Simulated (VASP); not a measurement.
A run of VASP 6.6.1 is set up as follows.

The input INCAR:

```
SYSTEM = V
ALGO = Normal ; EDIFF = 1E-6
ENCUT = 520 ; GGA = PS
ISIF = 2 ; ISMEAR = 0
LASPH = .TRUE. ; LCHARG = .TRUE.
LELF = .TRUE. ; LREAL = .FALSE.
LVHAR = .TRUE. ; LWAVE = .FALSE.
NBANDS = 20 ; NELM = 100
PREC = Accurate ; SIGMA = 0.1
```

KPOINTS

```
k-points
0
G
  18 18 10
  0 0 0
```

POSCAR

```
V
1.0
    2.5737877037      0.0000000000      0.0000000000
   -1.2868938518      2.2289655354      0.0000000000
    0.0000000000      0.0000000000      4.6421385966
V
2
Direct
    0.6666666667      0.3333333333      0.7500000000
    0.3333333333      0.6666666667      0.2500000000
```

Potentials or basis: VASP PAW PBE potentials, release 64 (V_sv).

Launch:

```console
$ cat potpaw_PBE.64/V_sv/POTCAR > POTCAR
$ mpirun -np 1 vasp_std > vasp.out
```

Question: Predict the band gap on the k mesh.

Answer: Zero (bands 13 and 14 overlap by 2.32 eV).

Question: Predict the pressure.

Answer: 0.1 GPa.

Caveat: the PAW data sets were made with another functional, which shifts forces and pressure a little.
